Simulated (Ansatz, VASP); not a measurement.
Two plane-wave programs on Ta

```xyz
2
Lattice="2.9004 0.0000 0.0000 -1.4502 2.5118 0.0000 0.0000 0.0000 5.2696" Properties=species:S:1:pos:R:3 pbc="T T T"
Ta    1.4502    0.8373    3.9522
Ta    0.0000    1.6745    1.3174
```

Change from the starting cell: strain +0.0200 x Voigt [0, 0, 1, 0, 0, 0], atoms carried along.

Alike in both runs: task single point; functional r2SCAN; k mesh 18 × 18 × 10; occupations gaussian, width 0.15 eV; no spin polarisation.

|  | VASP | Ansatz |
| --- | --- | --- |
| version | VASP 6.6.1 | Ansatz 0.2.0 |
| potentials or method | VASP PAW PBE potentials, release 64 (Ta_pv), cutoff 520 eV | scalar-relativistic, plane waves, PAW |
| valence electrons in the cell | 22 | 26 |

|  | VASP | Ansatz | Ansatz less VASP |
| --- | --- | --- | --- |
| gap on the k mesh at the Fermi level (eV) | none | none | - |
| pressure (GPa) | -6.1 | -6.6 | -0.47 |
| traceless stress, the component that is largest in VASP (GPa) | -2.88 | -2.92 | -0.049 |

VASP's potentials were made for PBE, not for r2SCAN. A gap of «none» marks a metal or a gap that the smearing closes. VASP's potentials hold 22 valence electrons a cell and Ansatz's 26, so a difference there can come from the potentials and not from the codes.

Neither program's run includes spin-orbit coupling.
